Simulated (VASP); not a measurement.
Input of a VASP 6.6.1 run:

INCAR

```
  ALGO = Normal
  EDIFF = 1E-6
  ENCUT = 520
  GGA = PE
  ISIF = 2
  ISMEAR = 0
  LASPH = T
  LCHARG = F
  LREAL = F
  LWAVE = F
  NBANDS = 16
  NELM = 100
  PREC = Accurate
  SIGMA = 0.05
```

Contents of KPOINTS:

```
k-points
0
Gamma
  10 10 10
```

File POSCAR:

```
CdTe
1.0
    0.0000000000      3.4019377981      3.1297827742
    3.4019377981      0.0000000000      3.1297827742
    3.4019377981      3.4019377981      0.0000000000
Cd Te
1 1
Direct
    0.0000000000      0.0000000000      0.0000000000
    0.7500000000      0.7500000000      0.7500000000
```

Potentials or basis: VASP PAW PBE potentials, release 64 (Cd, Te).

The run is started by

```bash
$ cat potpaw_PBE.64/Cd/POTCAR potpaw_PBE.64/Te/POTCAR > POTCAR
$ mpirun -np 1 vasp_std > vasp.out
```

Question: Predict the band gap on the k mesh.

Answer: 0.42 eV.

Question: Estimate the pressure.

Answer: 0.0 GPa.

Stress tensor (GPa, compression positive):
```
-0.36  0.00  0.00
 0.00 -0.36  0.00
 0.00  0.00  0.81
```

Caveat: semilocal functionals underestimate gaps, and a narrow one can read as zero; spin-orbit coupling is left out, which moves the levels of the heavy elements.
